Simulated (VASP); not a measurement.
Input of a VASP 6.6.1 run:

INCAR

```
SYSTEM = TeW
ALGO = Normal ; EDIFF = 1E-6
EDIFFG = -0.08 ; ENCUT = 600
GGA = PE ; IBRION = 2
ISIF = 3 ; ISMEAR = 0
LASPH = .TRUE. ; LCHARG = .FALSE.
LREAL = .FALSE. ; LWAVE = .FALSE.
NELM = 100 ; NSW = 36
PREC = Accurate ; SIGMA = 0.2
```

KPOINTS

```
k-points
0
G
  6 6 5
  0 0 0
```

The input POSCAR:

```
TeW
1.0
    3.9304667800      0.0000000000      0.0000000000
   -1.9652333900      3.4038840800      0.0000000000
    0.0000000000      0.0000000000      4.3192815800
Te W
1 1
Direct
    0.0000000000      0.0000000000      0.5000000000
    0.0000000000      0.0000000000      0.0000000000
```

Potentials or basis: VASP PAW PBE potentials, release 64 (Te, W_sv).

Command:

```console
$ cat potpaw_PBE.64/Te/POTCAR potpaw_PBE.64/W_sv/POTCAR > POTCAR
$ mpirun -np 1 vasp_std > vasp.out
```

(1) What does it give for the band gap on the k mesh?

(2) What does it give for the relaxed cell?

## Answers

(1) zero (band 10 reaches 11.16 eV, above the bottom of band 11 at 9.01 eV).

(2) a = 2.945 Å, b = 2.945 Å, c = 5.733 Å, α = 90.00°, β = 90.00°, γ = 120.00°.

Caveat: spin-orbit coupling is left out, which moves the levels of the heavy elements.
